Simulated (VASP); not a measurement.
A run of VASP 6.6.1 is set up as follows.

The input INCAR:

```
SYSTEM = Pb
ALGO = Normal
EDIFF = 1E-8
ENCUT = 520
GGA = CA
ISIF = 2
ISMEAR = -1
LASPH = .True.
LCHARG = .False.
LEFG = .True.
LREAL = .False.
LWAVE = .False.
NBANDS = 13
NELM = 60
PREC = Accurate
SIGMA = 0.05
```

File KPOINTS:

```
k-points
0
Gamma
  13 13 13
  0 0 0
```

File POSCAR:

```
Pb
1.0
    0.0000000000      2.4442603173      2.4442603173
    2.4442603173      0.0000000000      2.4442603173
    2.4442603173      2.4442603173      0.0000000000
Pb
1
Direct
    0.0000000000      0.0000000000      0.0000000000
```

Potentials or basis: VASP PAW LDA potentials, release 64 (Pb_d).

Launch:

```bash
$ cat potpaw_LDA.64/Pb_d/POTCAR > POTCAR
$ mpirun -np 1 vasp_std > vasp.out
```

Problem. Predict the pressure.

Solution. -0.2 GPa.

Problem. What does it give for the band gap on the k mesh?

Solution. Zero (band 7 reaches 15.09 eV, above the bottom of band 8 at 5.70 eV).

Caveat: without QUAD_EFG the Cq values of the log hold for a quadrupole moment of 1 mb, not for the nuclei; spin-orbit coupling is left out, which moves the levels of the heavy elements.
